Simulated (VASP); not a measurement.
# Hf in VASP: a series of runs

Runs on Hf. Level: PBEsol. Tasks: single point.

Program: VASP 6.6.1. These are calculated values, not measurements. Logs are shortened: lines on timing, memory, paths and dates and some standing lists are left out, and cuts for length are marked.

## (1) The cell of the first run

It takes space group Im-3m (No. 229, cubic). The conventional cell has a = 3.536 Å, b = 3.536 Å, c = 3.536 Å, α = 90.00°, β = 90.00°, γ = 90.00°. Hf (site symmetry m-3m) has 14 Hf at 3.06 to 3.54 Å within 4.0 Å.

## (2) Single point, PBEsol (volume scaled by 0.94)

The input, INCAR:

```
  PREC = Accurate
  ENCUT = 520
  EDIFF = 1E-6
  ISMEAR = -1
  SIGMA = 0.05
  LREAL = F
  LASPH = T
  NELM = 100
  ALGO = Normal
  ISIF = 2
  LWAVE = F
  LCHARG = F
  GGA = PS
  NBANDS = 11
```

The input, KPOINTS:

```
regular mesh
0
Gamma
  14 14 14
```

The input, POSCAR:

```
Hf
1.0
   -1.7681529262      1.7681529262      1.7681529262
    1.7681529262     -1.7681529262      1.7681529262
    1.7681529262      1.7681529262     -1.7681529262
Hf
1
Direct
    0.0000000000      0.0000000000      0.0000000000
```

Potentials or basis: VASP PAW PBE potentials, release 64 (Hf_pv).

On the command line:

```sh
$ cat potpaw_PBE.64/Hf_pv/POTCAR > POTCAR
$ mpirun -np 1 vasp_std > vasp.out
```

OUTCAR:

```text
PREC = Accurate
   ENCUT = 520
   EDIFF = 1E-6
   ISMEAR = -1
   LREAL = F
   LASPH = T
   NELM = 100
   ISIF = 2
   GGA = PS

 ion  position               nearest neighbor table
   1  0.000  0.000  0.000-

  LATTYP: Found a body centered cubic cell.
 ALAT       =     3.5363058524

  Lattice vectors:

 A1 = (  -1.7681529262,   1.7681529262,   1.7681529262)
 A2 = (   1.7681529262,  -1.7681529262,   1.7681529262)
 A3 = (   1.7681529262,   1.7681529262,  -1.7681529262)

Analysis of symmetry for initial positions (statically):
=====================================================================
 Subroutine PRICEL returns:
 Original cell was already a primitive cell.

 Routine SETGRP: Setting up the symmetry group for a
 body centered cubic supercell.

 Subroutine GETGRP returns: Found 48 space group operations
 (whereof 48 operations were pure point group operations)
 out of a pool of 48 trial point group operations.

The static configuration has the point symmetry O_h .

Analysis of symmetry for dynamics (positions and initial velocities):
=====================================================================
 Subroutine PRICEL returns:
 Original cell was already a primitive cell.

 Routine SETGRP: Setting up the symmetry group for a
 body centered cubic supercell.

 Subroutine GETGRP returns: Found 48 space group operations
 (whereof 48 operations were pure point group operations)
 out of a pool of 48 trial point group operations.

The dynamic configuration has the point symmetry O_h .

 Subroutine INISYM returns: Found 48 space group operations
 (whereof 48 operations are pure point group operations),
 and found     1 'primitive' translations

----------------------------------------------------------------------------------------

                                     Primitive cell

  volume of cell :      22.1116

  direct lattice vectors                    reciprocal lattice vectors
    -1.768152926  1.768152926  1.768152926     0.000000000  0.282780970  0.282780970
     1.768152926 -1.768152926  1.768152926     0.282780970  0.000000000  0.282780970
     1.768152926  1.768152926 -1.768152926     0.282780970  0.282780970  0.000000000

  length of vectors
     3.062530704  3.062530704  3.062530704     0.399912683  0.399912683  0.399912683

  position of ions in fractional coordinates (direct lattice)
     0.000000000  0.000000000  0.000000000

  ion indices of the primitive-cell ions
   primitive index   ion index
                 1           1

----------------------------------------------------------------------------------------

 KPOINTS: regular mesh

Automatic generation of k-mesh.
 Grid dimensions read from file:
 generate k-points for:   14   14   14

 Generating k-lattice:

  Cartesian coordinates                     Fractional coordinates (reciprocal lattice)
     0.000000000  0.020198641  0.020198641     0.071428571  0.000000000  0.000000000
     0.020198641  0.000000000  0.020198641     0.000000000  0.071428571  0.000000000
     0.020198641  0.020198641  0.000000000     0.000000000  0.000000000  0.071428571

  Length of vectors
     0.028565192  0.028565192  0.028565192

  Shift w.r.t. Gamma in fractional coordinates (k-lattice)
     0.000000000  0.000000000  0.000000000

 Subroutine IBZKPT returns following result:
 ===========================================

 Found    104 irreducible k-points:

 Following reciprocal coordinates:
            Coordinates               Weight
  0.000000  0.000000  0.000000      1.000000
  0.071429  0.000000  0.000000     12.000000
  0.142857  0.000000  0.000000     12.000000
  0.214286  0.000000  0.000000     12.000000
  0.285714  0.000000  0.000000     12.000000
  0.357143  0.000000  0.000000     12.000000
[... 16 lines left out ...]
  0.285714  0.285714  0.000000     24.000000
  0.357143  0.285714  0.000000     24.000000
 [... further k-points ...]
   k-points           NKPTS =    104   k-points in BZ     NKDIM =    104   number of bands    NBANDS=     11
   number of dos      NEDOS =    301   number of ions     NIONS =      1
   total plane-waves  NPLWV =  13824
   dimension x,y,z NGX =    24 NGY =   24 NGZ =   24
   dimension x,y,z NGXF=    48 NGYF=   48 NGZF=   48
   ions per type =               1
   NGX,Y,Z   is equivalent  to a cutoff of  13.03, 13.03, 13.03 a.u.
   NGXF,Y,Z  is equivalent  to a cutoff of  26.06, 26.06, 26.06 a.u.
 SYSTEM =  unknown system
   PREC   = accura    normal or accurate (medium, high low for compatibility)
   ISTART =      0    job   : 0-new  1-cont  2-samecut
   ICHARG =      2    charge: 1-file 2-atom 10-const
   ISPIN  =      1    spin polarized calculation?
   LNONCOLLINEAR =      F non collinear calculations
   LSORBIT =      F    spin-orbit coupling
   LASPH  =      T    aspherical Exc in radial PAW
   ENCUT  =  520.0 eV  38.22 Ry    6.18 a.u.   5.69  5.69  5.69*2*pi/ulx,y,z
   NELM   =    100;   NELMIN=  2; NELMDL= -5     # of ELM steps
   EDIFF  = 0.1E-05   stopping-criterion for ELM
   LREAL  =      F    real-space projection
   EDIFFG = 0.1E-04   stopping-criterion for IOM
   NSW    =      0    number of steps for IOM
   IBRION =     -1    ionic relax: 0-MD 1-quasi-New 2-CG
   NFREE  =      0    steps in history (QN), initial steepest desc. (CG)
   ISIF   =      2    stress and relaxation
   ISYM   =      2    0-nonsym 1-usesym 2-fastsym
   POTIM  = 0.5000    time-step for ionic-motion
   TEBEG  =    0.0;   TEEND  =   0.0 temperature during run
   PSTRESS=    0.0 pullay stress
   NELECT =      10.0000    total number of electrons
   NUPDOWN=      -1.0000    fix difference up-down
   EMIN   =  10.00;   EMAX   =-10.00  energy-range for DOS
   EFERMI =   0.00;   METHOD = LEGACY
   ISMEAR =    -1;   SIGMA  =   0.05  broadening in eV -4-tet -1-fermi 0-gaus
   EFERMI_NEDOS =   21; number of points for ismear=-14 and -15
   IALGO  =     38    algorithm
   IMIX   =      4    mixing-type and parameters
     AMIX     =   0.40;   BMIX     =  1.00
     AMIX_MAG =   1.60;   BMIX_MAG =  1.00
  volume/ion in A,a.u.               =      22.11       149.22
  Fermi-wavevector in a.u.,A,eV,Ry     =   1.256613  2.374655 21.484649  1.579077
  Thomas-Fermi vector in A             =   2.390313
   LORBIT       =      0    0 simple, 1 ext, 2 COOP (PROOUT), +10 PAW based schemes
   GGA     = PS    functional components
   LHFCALC =     F    Hartree Fock is set to
   AEXX    =    0.0000 exact exchange contribution
   IVDW    =     0    specifies the selected vdW correction
   LEPSILON=     F    determine dielectric tensor
   LRPA    =     F    only Hartree local field effects (RPA)
 non-spin polarized calculation
  energy-cutoff  :      520.00
  volume of cell :       22.11
 maximum number of plane-waves:       610
   NGX = 11   NGY = 11   NGZ = 11

 number of electron      10.0000000 magnetization

 Free energy of the ion-electron system (eV)
  ---------------------------------------------------
  ext. energy  EPLUGINS =         0.00000000
  ---------------------------------------------------
  free energy    TOTEN  =       -10.33010975 eV

  energy without entropy =      -10.31383621  energy(sigma->0) =      -10.32197298

 E-fermi :   4.4733     XC(G=0): -11.4441

 val. band max:        4.4582688907   @ k =  -0.3571   0.3571   0.0714
 cond. band min:       4.4938931101   @ k =   0.1429   0.1429   0.0714
 fundamental gap:      0.0356242194
 Fermi energy:         4.4732520008

 k-point     1 :       0.0000    0.0000    0.0000
  band No.  band energies     occupation
      1     -25.2398      2.00000
      2     -25.2398      2.00000
      3     -25.2398      2.00000
      4      -2.5868      2.00000
      5       6.0139      0.00000
      6       6.0139      0.00000
      7       6.0139      0.00000
      8       8.8422      0.00000
      9       8.8422      0.00000
     10      17.8710      0.00000
     11      17.8710      0.00000

 k-point     2 :       0.0714    0.0000    0.0000
  band No.  band energies     occupation
      1     -25.2854      2.00000
      2     -25.2540      2.00000
      3     -25.2400      2.00000
      4      -2.3950      2.00000
      5       5.8789      0.00000
      6       5.9610      0.00000
      7       6.2029      0.00000
      8       8.6258      0.00000
      9       8.8398      0.00000
     10      17.7864      0.00000
     11      18.0545      0.00000

 k-point     3 :       0.1429    0.0000    0.0000
  band No.  band energies     occupation
      1     -25.4113      2.00000
      2     -25.2934      2.00000
      3     -25.2406      2.00000
      4      -1.8469      2.00000
      5       5.5279      0.00000
      6       5.7249      0.00000
      7       6.7617      0.00000
      8       8.2895      0.00000
      9       8.8529      0.00000
     10      17.7832      0.00000
     11      18.4403      0.00000

 k-point     4 :       0.2143    0.0000    0.0000
  band No.  band energies     occupation
      1     -25.5882      2.00000
      2     -25.3499      2.00000
      3     -25.2414      2.00000
      4      -1.0290      2.00000
      5       5.0772      0.00001
      6       5.2709      0.00000
      7       7.6641      0.00000
      8       8.2419      0.00000
      9       8.9245      0.00000
     10      17.7782      0.00000
     11      18.3904      0.00000

 k-point     5 :       0.2857    0.0000    0.0000
  band No.  band energies     occupation
      1     -25.7783      2.00000
      2     -25.4117      2.00000
      3     -25.2424      2.00000
      4      -0.1118      2.00000
      5       4.6352      0.07545
      6       4.8691      0.00073
      7       8.4514      0.00000
      8       8.8594      0.00000
      9       9.0861      0.00000
     10      17.4583      0.00000
     11      17.7392      0.00000

 k-point     6 :       0.3571    0.0000    0.0000
  band No.  band energies     occupation
      1     -25.9444      2.00000
      2     -25.4668      2.00000
      3     -25.2433      2.00000
      4       0.6302      2.00000
      5       4.2769      1.96133
      6       4.8652      0.00079
      7       8.6851      0.00000
      8       9.3287      0.00000
      9      10.2458      0.00000
     10      16.2889      0.00000
     11      16.5332      0.00000

 k-point     7 :       0.4286    0.0000    0.0000
  band No.  band energies     occupation
      1     -26.0567      2.00000
      2     -25.5046      2.00000
      3     -25.2439      2.00000
      4       0.9931      2.00000
      5       4.0469      1.99960
      6       5.3093      0.00000
      7       8.7342      0.00000
      8       9.5764      0.00000
      9      11.5752      0.00000
     10      15.2726      0.00000
     11      15.3967      0.00000

 k-point     8 :       0.5000    0.0000    0.0000
  band No.  band energies     occupation
      1     -26.0963      2.00000
      2     -25.5180      2.00000
      3     -25.2441      2.00000
      4       1.0774      2.00000
      5       3.9679      1.99992
      6       5.6298      0.00000
      7       8.6682      0.00000
      8       9.6882      0.00000
      9      12.2145      0.00000
     10      14.8169      0.00000
     11      15.0597      0.00000
[... 141 lines left out ...]
 k-point    19 :       0.4286    0.1429   -0.0000
  band No.  band energies     occupation
      1     -26.0421      2.00000
      2     -25.5746      2.00000
      3     -25.2996      2.00000
      4       1.6341      2.00000
      5       3.9975      1.99985
      6       5.0525      0.00002
      7       8.4695      0.00000
      8       9.8467      0.00000
      9      12.8025      0.00000
     10      13.8241      0.00000
     11      16.1660      0.00000

 k-point    20 :       0.2143    0.2143    0.0000
  band No.  band energies     occupation
      1     -25.8972      2.00000
      2     -25.5086      2.00000
      3     -25.3147      2.00000
      4       1.2400      2.00000
      5       4.0252      1.99974
      6       4.5409      0.41066
      7       8.1914      0.00000
      8       9.5769      0.00000
      9      10.8539      0.00000
     10      15.8118      0.00000
     11      17.7974      0.00000

 k-point    21 :       0.2857    0.2143    0.0000
  band No.  band energies     occupation
      1     -25.9526      2.00000
      2     -25.5939      2.00000
      3     -25.3263      2.00000
      4       1.9275      2.00000
      5       3.8671      1.99999
      6       4.4987      0.75046
      7       8.4747      0.00000
      8       9.5348      0.00000
      9      12.2531      0.00000
     10      14.3302      0.00000
     11      17.6454      0.00000

 k-point    22 :       0.3571    0.2143    0.0000
  band No.  band energies     occupation
      1     -25.9757      2.00000
      2     -25.6500      2.00000
      3     -25.3311      2.00000
      4       2.1996      2.00000
      5       3.9289      1.99996
      6       4.5628      0.28586
      7       8.5866      0.00000
      8       9.6921      0.00000
      9      13.0766      0.00000
     10      13.4300      0.00000
     11      16.7772      0.00000

 k-point    23 :       0.2857    0.2857    0.0000
  band No.  band energies     occupation
      1     -25.9290      2.00000
      2     -25.7009      2.00000
      3     -25.3419      2.00000
      4       2.5644      2.00000
      5       3.7542      2.00000
      6       4.3599      1.81219
      7       8.8128      0.00000
      8       9.4357      0.00000
      9      12.8276      0.00000
     10      13.7033      0.00000
     11      16.8607      0.00000

 k-point    24 :       0.3571    0.2857    0.0000
  band No.  band energies     occupation
      1     -25.8959      2.00000
      2     -25.7647      2.00000
      3     -25.3465      2.00000
      4       2.7877      2.00000
      5       3.8721      1.99999
      6       4.1716      1.99522
      7       8.9933      0.00000
      8       9.5049      0.00000
      9      12.1002      0.00000
     10      14.6233      0.00000
     11      16.0523      0.00000

 [... further k-points ...]
[... 5 lines left out ...]
  --------------------------------------------------------------------------------------
  -------------------------------------------------------------------------------------
  Total       -0.5791339     -0.5791339     -0.5791339      0.0000000     -0.0000000      0.0000000
  in kB      -41.9633486    -41.9633486    -41.9633486      0.0000000     -0.0000000      0.0000000
  external PRESSURE =     -41.9633486 kB  Pullay stress =       0.0000000 kB

 VOLUME and BASIS-vectors are now :
 -----------------------------------------------------------------------------
  energy-cutoff  :      520.00
  volume of cell :       22.11
      direct lattice vectors                 reciprocal lattice vectors
    -1.768152926  1.768152926  1.768152926     0.000000000  0.282780970  0.282780970
     1.768152926 -1.768152926  1.768152926     0.282780970  0.000000000  0.282780970
     1.768152926  1.768152926 -1.768152926     0.282780970  0.282780970  0.000000000

 POSITION                                       TOTAL-FORCE (eV/Angst)
 -----------------------------------------------------------------------------------
      0.00000      0.00000      0.00000         0.000000     -0.000000     -0.000000
 -----------------------------------------------------------------------------------
    total drift:                                0.000000      0.000000     -0.000000

  FREE ENERGIE OF THE ION-ELECTRON SYSTEM (eV)
  ---------------------------------------------------
  free  energy   TOTEN  =       -10.3301097512 eV

  energy  without entropy=      -10.3138362111  energy(sigma->0) =      -10.32197298
```

Run time: 9.8 s. Hardware: 1 thread of Intel Xeon Platinum 8488C (Sapphire Rapids), shared host; peak memory 0.15 GiB.

What came out:

- Free energy: -10.3301 eV
- Pressure: -4.2 GPa
- Band gap on the k mesh: zero (band 5 reaches 6.01 eV, above the bottom of band 6 at 3.74 eV)

Caveat: the PAW data sets were made with another functional, which shifts forces and pressure a little; spin-orbit coupling is left out, which moves the levels of the heavy elements.

## (3) Single point, PBEsol (zz strain of +2 %)

The input, INCAR:

```
PREC = Accurate
ENCUT = 520
EDIFF = 1E-6
ISMEAR = -1
SIGMA = 0.05
LREAL = False
LASPH = True
NELM = 80
ALGO = Normal
ISIF = 2
LWAVE = False
LCHARG = False
GGA = PS
NBANDS = 11
```

KPOINTS is that of step 2.

The input, POSCAR:

```
Hf
1.0
   -1.8050000000      1.8050000000      1.8411000000
    1.8050000000     -1.8050000000      1.8411000000
    1.8050000000      1.8050000000     -1.8411000000
Hf
1
Direct
    0.0000000000      0.0000000000      0.0000000000
```

Potentials or basis: VASP PAW PBE potentials, release 64 (Hf_pv).

On the command line:

```sh
$ cat potpaw_PBE.64/Hf_pv/POTCAR > POTCAR
$ mpirun -np 1 vasp_std > vasp.out
```

Run time: 24 s. Hardware: 1 thread of Intel Xeon Platinum 8488C (Sapphire Rapids), shared host; peak memory 0.18 GiB.

Results (log left out):

| Item | Value |
| --- | --- |
| Free energy | -10.2413 eV |
| Pressure | -10.8 GPa |
| Band gap on the k mesh | zero (band 5 reaches 5.35 eV, above the bottom of band 6 at 3.27 eV) |

Stress tensor (GPa, compression positive):
```
-11.12   0.00   0.00
  0.00 -11.12   0.00
  0.00   0.00 -10.05
```

Levels at points of the mesh, in eV from the Fermi level:
```
           k point  band 1  band 2  band 3  band 4  band 5  band 6  band 7  band 8  band 9  band 10
(0.00, 0.00, 0.00)  -30.06  -30.06  -30.06   -6.81    1.39    1.39    1.58    3.90    4.18    12.80
(0.50, 0.00, 0.00)  -30.71  -30.27  -30.06   -3.19   -0.33    0.82    3.72    4.74    6.98     9.20
(0.50, 0.50, 0.00)  -30.70  -30.28  -30.07   -3.15   -0.53    0.93    4.00    4.86    7.03     9.27
(0.50, 0.50, 0.50)  -30.53  -30.51  -30.51   -2.31   -2.26    6.22    6.28    6.28    6.40     6.84
```

Caveat: the cell differs from its parent crystal (zz strain of +2 %); the PAW data sets were made with another functional, which shifts forces and pressure a little; spin-orbit coupling is left out, which moves the levels of the heavy elements.
